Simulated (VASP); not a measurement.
AlIn3As4:

```
Al In As
1.0
     5.72483    0.00000    0.00000
     0.00000    5.72483    0.00000
     0.00000    0.00000    5.72483
Al In As
1 3 4
Direct
  0.50000 0.50000 0.50000
  0.00000 0.00000 0.50000
  0.00000 0.50000 0.00000
  0.50000 0.00000 0.00000
  0.25000 0.25000 0.25000
  0.25000 0.75000 0.75000
  0.75000 0.25000 0.75000
  0.75000 0.75000 0.25000
```

| Quantity | Value |
| --- | --- |
| Program | VASP 6.6.1 |
| Task | relaxation of cell and atoms |
| Functional | PBE |
| Potentials or basis | VASP PAW PBE potentials, release 64 (Al, In_d, As) |
| Cutoff | 600 eV |
| k mesh | 4 × 4 × 4 |
| Occupations | gaussian, width 0.1 eV |
| Spin | no spin polarisation |

At the start: pressure 14.7 GPa; volume 23.45 Å³/atom.

How do energy, volume and symmetry change on relaxing?

Over 5 steps the energy falls by 213.0 meV/atom and the volume is 27.86 Å³/atom (+18.8 %); space group P-43m (No. 215, to 0.1 Å) before and after.

Step by step:
```
step  energy change (eV)  largest force (eV/Å)  pressure (GPa)  volume (Å³)
   1              0.0000                1.6162           14.72       187.62
   2             -1.2086                0.2199           -4.75       252.42
   3             -1.6283                0.5641           -0.40       226.14
   4             -1.6781                0.3429           -0.19       224.75
   5             -1.7038                0.0057            0.16       222.85
```

Final structure:
```yaml
crystal:
  lattice:
    - [6.06279, 0.00000, 0.00000]
    - [0.00000, 6.06279, 0.00000]
    - [0.00000, 0.00000, 6.06279]
  atoms:
    - { symbol: Al, position: [0.50000, 0.50000, 0.50000] }
    - { symbol: In, position: [0.00000, 0.00000, 0.50000] }
    - { symbol: In, position: [0.00000, 0.50000, 0.00000] }
    - { symbol: In, position: [0.50000, 0.00000, 0.00000] }
    - { symbol: As, position: [0.26100, 0.26100, 0.26100] }
    - { symbol: As, position: [0.26100, 0.73900, 0.73900] }
    - { symbol: As, position: [0.73900, 0.26100, 0.73900] }
    - { symbol: As, position: [0.73900, 0.73900, 0.26100] }
```

Caveat: the volume moved by over 15 % at a fixed basis, so the end points are rough.
